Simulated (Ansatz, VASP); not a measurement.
## ZnS: VASP beside Ansatz

Contents of INCAR:

```
SYSTEM = ZnS
ALGO = Normal
EDIFF = 1E-6
ENCUT = 520
GGA = PS
ISIF = 2
ISMEAR = -1
LASPH = .True.
LCHARG = .False.
LREAL = .False.
LWAVE = .False.
NBANDS = 16
NELM = 80
PREC = Accurate
SIGMA = 0.01
```

Contents of KPOINTS:

```
k-points
0
Gamma
  8 8 8
  0 0 0
```

File POSCAR:

```
ZnS
1.0
    0.0000000000      2.7046500000      2.6505570000
    2.7046500000      0.0000000000      2.6505570000
    2.7046500000      2.7046500000      0.0000000000
Zn S
1 1
Direct
    0.0000000000      0.0000000000      0.0000000000
    0.7500000000      0.7500000000      0.7500000000
```

Input for Ansatz:

```yaml
crystal:
  lattice:
    - [0.0, 2.70465, 2.650557]
    - [2.70465, 0.0, 2.650557]
    - [2.70465, 2.70465, 0.0]
  atoms:
    - { symbol: Zn, position: [0.0, 0.0, 0.0] }
    - { symbol: S, position: [0.75, 0.75, 0.75] }
kpoints:
  mp_grid: { grid: [8, 8, 8] }
  band_path:
    path:
      - [0.0, 0.0, 0.0]
      - [0.0, 0.5, 0.5]
      - [0.25, 0.75, 0.5]
      - [0.0, 0.5, 0.0]
      - [0.0, 0.0, 0.0]
      - [0.5, 0.5, 0.0]
      - [0.3801541025, 0.6198458975, 0.0]
      - [-0.3801541025, 0.3801541025, 0.0]
      - [0.0, 0.0, 0.0]
    npoints: 5
scf:
  occupations: { method: fermi_dirac, width: 0.01 }
hamiltonian:
  xc: pbesol
  pseudopotentials: { kind: all_electron, lapw: { basis_error: 0.00025 } }
output:
  forces: true
  stress: true
  eigenvalues: true
```

Change from the starting cell: zz strain of -2 %.

Alike in both runs: task single point; functional PBEsol; k mesh 8 × 8 × 8; occupations fermi-dirac, width 0.01 eV; no spin polarisation.

```csv
,VASP,Ansatz
version,VASP 6.6.1,Ansatz 0.2.0
potentials or method,"VASP PAW PBE potentials, release 64 (Zn, S), cutoff 520 eV","all-electron LAPW, scalar-relativistic"
```

Ansatz gave:

```
gap on the k mesh at the Fermi level (eV)                     : 2.00
pressure (GPa)                                                : -0.7
traceless stress, the component that is largest in VASP (GPa) : 0.55
```

Problem. Estimate VASP's values.

Solution. gap on the k mesh at the Fermi level (eV): 2.01; pressure (GPa): -0.5; traceless stress, the component that is largest in VASP (GPa): 0.55.

VASP's potentials were made for PBE, not for PBEsol. Ansatz ran all-electron here, and VASP with PAW potentials.
